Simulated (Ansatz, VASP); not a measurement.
One calculation of Li27H26Br, two programs

```
Li Br H
1.0
     0.00000    6.11025    6.11025
     6.11025    0.00000    6.11025
     6.11025    6.11025    0.00000
Li Br H
27 1 26
Direct
  0.99967 0.99967 0.99967
  0.97731 0.97731 0.35603
  0.99967 0.99967 0.66765
  0.97731 0.35603 0.97731
  0.97731 0.35603 0.35603
  0.00239 0.33094 0.66667
  0.99967 0.66765 0.99967
  0.00239 0.66667 0.33094
  0.00239 0.66667 0.66667
  0.35603 0.97731 0.97731
  0.35603 0.97731 0.35603
  0.33094 0.00239 0.66667
  0.35603 0.35603 0.97731
  0.33366 0.33366 0.33366
  0.33366 0.33366 0.66568
  0.33094 0.66667 0.00239
  0.33366 0.66568 0.33366
  0.33094 0.66667 0.66667
  0.66765 0.99967 0.99967
  0.66667 0.00239 0.33094
  0.66667 0.00239 0.66667
  0.66667 0.33094 0.00239
  0.66568 0.33366 0.33366
  0.66667 0.33094 0.66667
  0.66667 0.66667 0.00239
  0.66667 0.66667 0.33094
  0.66667 0.66667 0.66667
  0.16667 0.16667 0.16667
  0.16667 0.16667 0.50980
  0.16667 0.16667 0.82354
  0.16667 0.50980 0.16667
  0.16560 0.50035 0.50035
  0.16667 0.50980 0.82354
  0.16667 0.82354 0.16667
  0.16667 0.82354 0.50980
  0.16773 0.83298 0.83298
  0.50980 0.16667 0.16667
  0.50035 0.16560 0.50035
  0.50980 0.16667 0.82354
  0.50035 0.50035 0.16560
  0.50035 0.50035 0.50035
  0.50493 0.50493 0.82841
  0.50980 0.82354 0.16667
  0.50493 0.82841 0.50493
  0.50493 0.82841 0.82841
  0.82354 0.16667 0.16667
  0.82354 0.16667 0.50980
  0.83298 0.16773 0.83298
  0.82354 0.50980 0.16667
  0.82841 0.50493 0.50493
  0.82841 0.50493 0.82841
  0.83298 0.83298 0.16773
  0.82841 0.82841 0.50493
  0.83298 0.83298 0.83298
```

Alike in both runs: functional PBE; k mesh 3 × 3 × 3; occupations fermi-dirac, width 0.01 eV; no spin polarisation.

Ansatz relaxed the structure, and its values are those at the end. VASP's run is a single point on that final structure, the one shown.

|  | VASP | Ansatz |
| --- | --- | --- |
| version | VASP 6.6.1 | Ansatz 0.2.0 |
| potentials or method | VASP PAW PBE potentials, release 64 (Li_sv, Br, H) | plane-wave PAW, scalar-relativistic |
| plane-wave cutoff (eV) | 520 | 420 |
| valence electrons in the cell | 114 | 114 |

```tsv
	VASP	Ansatz	Ansatz less VASP
gap on the k mesh at the Fermi level (eV)	3.53	3.53	+0.004
rms of the force components (eV/Å)	0.008	0.008	-0.0004
```

The functional is the same, so the differences come from potentials, cutoffs and numerics. Ansatz's warnings: stress scf threshold loose.

Noted on VASP's run: the cutoff is under 1.25 times that of the potentials, so the pressure is a little rough.
